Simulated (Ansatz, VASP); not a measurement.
# Two plane-wave programs on In2O3

```xyz
10
Lattice="2.7307 1.5766 4.8182 -2.7307 1.5766 4.8182 0.0000 -3.1532 4.8182" Properties=species:S:1:pos:R:3 pbc="T T T"
In    0.0000    0.0000    5.1634
In    0.0000    0.0000    2.0640
In    0.0000    0.0000    9.2913
In    0.0000    0.0000   12.3907
O    -1.1112    1.5766    8.4319
O    -0.8098   -1.7506    8.4319
O     1.9210    0.1740    8.4319
O     1.1112   -1.5766    6.0228
O     0.8098    1.7506    6.0228
O    -1.9210   -0.1740    6.0228
```

Alike in both runs: task single point; functional PBE; k mesh 4 × 4 × 4; no spin polarisation.

```csv
,VASP,Ansatz
version,VASP 6.6.1,Ansatz 0.2.0
potentials or method,"VASP PAW PBE potentials, release 64 (In_d, O)","plane waves, PAW"
plane-wave cutoff (eV),520,420
occupations,"gaussian, width 0.01 eV",fixed
valence electrons in the cell,88,88
```

|  | VASP | Ansatz | Ansatz less VASP |
| --- | --- | --- | --- |
| gap on the k mesh at the Fermi level (eV) | 1.39 | 1.40 | +0.007 |
| pressure (GPa) | 11.6 | 11.1 | -0.55 |
| traceless stress, the component that is largest in VASP (GPa) | -1.20 | -1.09 | +0.116 |
| rms of the force components (eV/Å) | 0.041 | 0.043 | +0.0028 |

Atom by atom the forces differ by 0.006 eV/Å (rms over components).
